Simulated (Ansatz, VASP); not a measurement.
K: VASP beside Ansatz

Contents of INCAR:

```
SYSTEM = K
PREC = Accurate
ENCUT = 520
EDIFF = 1E-7
ISMEAR = -1
SIGMA = 0.1
LREAL = .FALSE.
LASPH = .TRUE.
NELM = 100
ALGO = Normal
ISIF = 2
LWAVE = .FALSE.
LCHARG = .FALSE.
GGA = PS
NBANDS = 10
```

The input KPOINTS:

```
Automatic mesh
0
G
  14 14 14
  0 0 0
```

POSCAR

```
K
1.0
   -2.5035168753      2.5035168753      2.5035168753
    2.5035168753     -2.5035168753      2.5035168753
    2.5035168753      2.5035168753     -2.5035168753
K
1
Direct
    0.0000000000      0.0000000000      0.0000000000
```

Input for Ansatz:

```yaml
crystal:
  lattice:
    - [-2.5035168753, 2.5035168753, 2.5035168753]
    - [2.5035168753, -2.5035168753, 2.5035168753]
    - [2.5035168753, 2.5035168753, -2.5035168753]
  atoms:
    - { symbol: K, position: [0.0, 0.0, 0.0] }
hamiltonian:
  xc: pbesol
  pseudopotentials:
    kind: paw
    azcp:
      K: "pseudopotentials/K.paw.azcp"
basis:
  ecutwfc: 420
  fft_grid_basis: typed
kpoints:
  mp_grid: { grid: [14, 14, 14], shift: [0, 0, 0] }
magnetization:
  spin_polarized: false
scf:
  occupations: { method: fermi_dirac, width: 0.1 }
output:
  stress: true
```

Alike in both runs: task single point; functional PBEsol; k mesh 14 × 14 × 14; occupations fermi-dirac, width 0.1 eV; no spin polarisation.

|  | VASP | Ansatz |
| --- | --- | --- |
| version | VASP 6.6.1 | Ansatz 0.2.0 |
| potentials or method | VASP PAW PBE potentials, release 64 (K_sv), cutoff 520 eV | plane waves (420 eV) with PAW, scalar-relativistic |
| valence electrons in the cell | 9 | 9 |

```tsv
	VASP	Ansatz	Ansatz less VASP
pressure (GPa)	0.6	0.6	+0.01
```

VASP's potentials were made for PBE, not for PBEsol, and Ansatz warns of the same on its side.
